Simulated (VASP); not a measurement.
Input of a VASP 6.6.1 run:

Contents of INCAR:

```
ALGO = Normal
EDIFF = 1E-6
ENCUT = 520
GGA = PE
ISIF = 2
ISMEAR = 0
LASPH = T
LCHARG = F
LREAL = F
LWAVE = F
NBANDS = 12
NELM = 80
PREC = Accurate
SIGMA = 0.1
```

Contents of KPOINTS:

```
k-points
0
Gamma
  24 24 24
```

Contents of POSCAR:

```
Au
1.0
    0.0000000000      2.1198796941      2.1198796941
    2.1198796941      0.0000000000      2.1198796941
    2.1198796941      2.1198796941      0.0000000000
Au
1
Direct
    0.0000000000      0.0000000000      0.0000000000
```

Potentials or basis: VASP PAW PBE potentials, release 64 (Au).

Run with:

```console
$ cat potpaw_PBE.64/Au/POTCAR > POTCAR
$ mpirun -np 1 vasp_std > vasp.out
```

(1) What does it give for the band gap on the k mesh?

(2) Estimate the pressure.

Results:

(1) zero (an odd number of electrons rules out a gap without spin polarisation).

(2) -7.0 GPa.

Caveat: the cell stands under tension; spin-orbit coupling is left out, which moves the levels of the heavy elements.
